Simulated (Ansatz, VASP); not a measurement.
# One calculation of C, two programs

File INCAR:

```
ALGO = Normal ; EDIFF = 1E-6
ENCUT = 520 ; GGA = PE
ISIF = 2 ; ISMEAR = -1
LASPH = T ; LCHARG = F
LREAL = F ; LWAVE = F
NBANDS = 11 ; NELM = 100
PREC = Accurate ; SIGMA = 0.02
```

The input KPOINTS:

```
k-points
0
Gamma
  12 12 12
```

File POSCAR:

```
C
1.0
    0.0000000000      1.8778529565      1.8778529565
    1.8778529565      0.0000000000      1.8778529565
    1.8778529565      1.8778529565      0.0000000000
C
2
Direct
    0.0000000000      0.0000000000      0.0000000000
    0.2500000000      0.2500000000      0.2500000000
```

Input for Ansatz:

```yaml
crystal:
  lattice:
    - [0.0, 1.8778529565, 1.8778529565]
    - [1.8778529565, 0.0, 1.8778529565]
    - [1.8778529565, 1.8778529565, 0.0]
  atoms:
    - { symbol: C, position: [0.0, 0.0, 0.0] }
    - { symbol: C, position: [0.25, 0.25, 0.25] }
kpoints:
  mp_grid: { grid: [12, 12, 12] }
  band_path:
    path:
      - [0.0, 0.0, 0.0]
      - [0.5, 0.0, 0.5]
      - [0.625, 0.25, 0.625]
      - [0.375, 0.375, 0.75]
      - [0.5, 0.5, 0.5]
      - [0.5, 0.25, 0.75]
      - [0.35, 0.0, 0.35]
    npoints: 1
hamiltonian:
  xc: pbe
scf:
  occupations: { method: fermi_dirac, width: 0.02 }
  n_extra_bands: 4
output:
  forces: true
  stress: true
  eigenvalues: true
```

Change from the starting cell: hydrostatic strain +5.5%.

Alike in both runs: task single point; functional PBE; k mesh 12 × 12 × 12; occupations fermi-dirac, width 0.02 eV; no spin polarisation.

```csv
,VASP,Ansatz
version,VASP 6.6.1,Ansatz 0.2.0
potentials or method,"VASP PAW PBE potentials, release 64 (C)","plane waves, PAW"
plane-wave cutoff (eV),520,420
valence electrons in the cell,8,8
```

VASP gave:

- gap on the k mesh at the Fermi level (eV): 3.81
- pressure (GPa): -48.9

Which values does Ansatz return?

gap on the k mesh at the Fermi level (eV): 3.82; pressure (GPa): -49.1.

Both programs put the cell under strong tension, so it lies far from rest at this level. With one functional, cell and mesh, what is left measures potentials, basis and numerics.

Noted on VASP's run: the cell as given lies far from equilibrium.
